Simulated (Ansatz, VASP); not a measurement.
One calculation of W2S, two programs

```
W S
1.0
     4.48937    0.00000    0.00000
    -2.24468    3.88791    0.00000
     0.00000    0.00000    2.85441
W S
2 1
Cartesian
  0.0000 2.5919 1.4272
  2.2447 1.2960 1.4272
  0.0000 0.0000 0.0000
```

Alike in both runs: functional PBE; k mesh 6 × 6 × 6; occupations gaussian, width 0.1 eV; no spin polarisation.

Ansatz relaxed the structure, and its values are those at the end. VASP's run is a single point on that final structure, the one shown.

|  | VASP | Ansatz |
| --- | --- | --- |
| version | VASP 6.6.1 | Ansatz 0.2.0 |
| potentials or method | VASP PAW PBE potentials, release 64 (W_sv, S), cutoff 520 eV | scalar-relativistic, plane waves, PAW |
| valence electrons in the cell | 34 | 34 |

```tsv
	VASP	Ansatz	Ansatz less VASP
gap on the k mesh at the Fermi level (eV)	none	none	-
pressure (GPa)	0.4	0.0	-0.38
```

A gap of «none» marks a metal or a gap that the smearing closes. With one functional, cell and mesh, what is left measures potentials, basis and numerics.

The k mesh is coarse, so the values compare programs but aren't converged. Neither program's run includes spin-orbit coupling.
